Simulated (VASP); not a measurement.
Wanted: the native input for a VASP 6.6.1 run.

```yaml
Task: single point
Functional: PBEsol
Potentials_or_basis: VASP PAW PBE potentials, release 64 (Al, Ni)
Cutoff: 520 eV
k_mesh: 12 × 12 × 10
Occupations: gaussian, width 0.15 eV
Spin: no spin polarisation
Dipole_correction: no
Further_INCAR_settings: ALGO = Fast; EDIFF = 1e-06; NBANDS = 32
```

The structure of AlNi2 lies in POSCAR:

```
AlNi2
1.0
    3.9748989536      0.0000000000      0.0000000000
   -1.9874494768      3.4423634713      0.0000000000
    0.0000000000      0.0000000000      4.9060444288
Al Ni
2 4
Direct
    0.3333333333      0.6666666667      0.1634014693
    0.6666666667      0.3333333333      0.8365985307
    0.3333333333      0.6666666667      0.6467712271
    0.6666666667      0.3333333333      0.3532287729
    0.0000000000      0.0000000000      0.5000000000
    0.0000000000      0.0000000000      0.0000000000
```

This cell differs from its parent crystal: atoms displaced along a vibrational mode.

The input as run:

INCAR

```
PREC = Accurate
ENCUT = 520
EDIFF = 1E-6
ISMEAR = 0
SIGMA = 0.15
LREAL = False
LASPH = True
NELM = 100
ALGO = Fast
ISIF = 2
LWAVE = False
LCHARG = False
GGA = PS
NBANDS = 32
```

KPOINTS

```
regular mesh
0
Gamma
  12 12 10
```

Potentials or basis: VASP PAW PBE potentials, release 64 (Al, Ni).

Command:

```console
$ cat potpaw_PBE.64/Al/POTCAR potpaw_PBE.64/Ni/POTCAR > POTCAR
$ mpirun -np 1 vasp_std > vasp.out
```

It gave:

The pressure is 1.0 GPa, the largest force is 0.929 eV/Å and the band gap on the k mesh is zero (bands 23 and 24 overlap by 3.86 eV).

Caveat: the cell differs from its parent crystal (atoms displaced along a vibrational mode); the PAW data sets were made with another functional, which shifts forces and pressure a little.

Run time: 3.2 min on 1 thread of Intel(R) Xeon(R) 6975P-C (Granite Rapids) (shared host), peak memory 0.38 GiB.
